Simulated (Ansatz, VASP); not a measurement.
## Ge in VASP and in Ansatz

INCAR

```
PREC = Accurate ; ENCUT = 520
EDIFF = 1E-7 ; ISMEAR = -1
SIGMA = 0.1 ; LREAL = F
LASPH = T ; NELM = 60
ALGO = Normal ; ISIF = 2
LWAVE = F ; LCHARG = F
GGA = CA ; NBANDS = 21
```

KPOINTS

```
Automatic mesh
0
Gamma
  12 12 12
```

Contents of POSCAR:

```
Ge
1.0
    0.0000000000      2.1543914396      2.1543914396
    2.1543914396      0.0000000000      2.1543914396
    2.1543914396      2.1543914396      0.0000000000
Ge
2
Direct
   -0.1250000000     -0.1250000000     -0.1250000000
    0.1250000000      0.1250000000      0.1250000000
```

Input for Ansatz:

```yaml
crystal:
  lattice:
    - [0.0, 2.1543914396, 2.1543914396]
    - [2.1543914396, 0.0, 2.1543914396]
    - [2.1543914396, 2.1543914396, 0.0]
  atoms:
    - { symbol: Ge, position: [-0.125, -0.125, -0.125] }
    - { symbol: Ge, position: [0.125, 0.125, 0.125] }
kpoints:
  mp_grid: { grid: [12, 12, 12] }
  band_path:
    path:
      - [0.0, 0.0, 0.0]
      - [0.5, 0.0, 0.5]
      - [0.625, 0.25, 0.625]
      - [0.375, 0.375, 0.75]
      - [0.0, 0.0, 0.0]
      - [0.5, 0.5, 0.5]
      - [0.5, 0.25, 0.75]
      - [0.5, 0.0, 0.5]
    npoints: 8
scf:
  occupations: { method: fermi_dirac, width: 0.1 }
hamiltonian:
  xc: lda
  pseudopotentials: { kind: all_electron, lapw: { basis_error: 0.001 } }
output:
  forces: true
  stress: true
  eigenvalues: true
  populations: true
  dos: { projected: true, de: 0.2, e_range: [-14, 8] }
```

Change from the starting cell: volume scaled by 0.45, LAPW.

Alike in both runs: task single point; functional LDA; k mesh 12 × 12 × 12; occupations fermi-dirac, width 0.1 eV; no spin polarisation.

|  | VASP | Ansatz |
| --- | --- | --- |
| version | VASP 6.6.1 | Ansatz 0.2.0 |
| potentials or method | VASP PAW LDA potentials, release 64 (Ge_d), cutoff 520 eV | all-electron LAPW, scalar-relativistic |

|  | VASP | Ansatz | Ansatz less VASP |
| --- | --- | --- | --- |
| pressure (GPa) | 359.8 | 335.4 | -24.38 |

LDA's correlation is that of Perdew and Zunger in VASP and of Perdew and Wang (1992) in Ansatz. Both programs put the cell under a high pressure, so it lies far from rest at this level. Ansatz ran all-electron here, and VASP with PAW potentials.

Noted on VASP's run: the cell as given lies far from equilibrium.
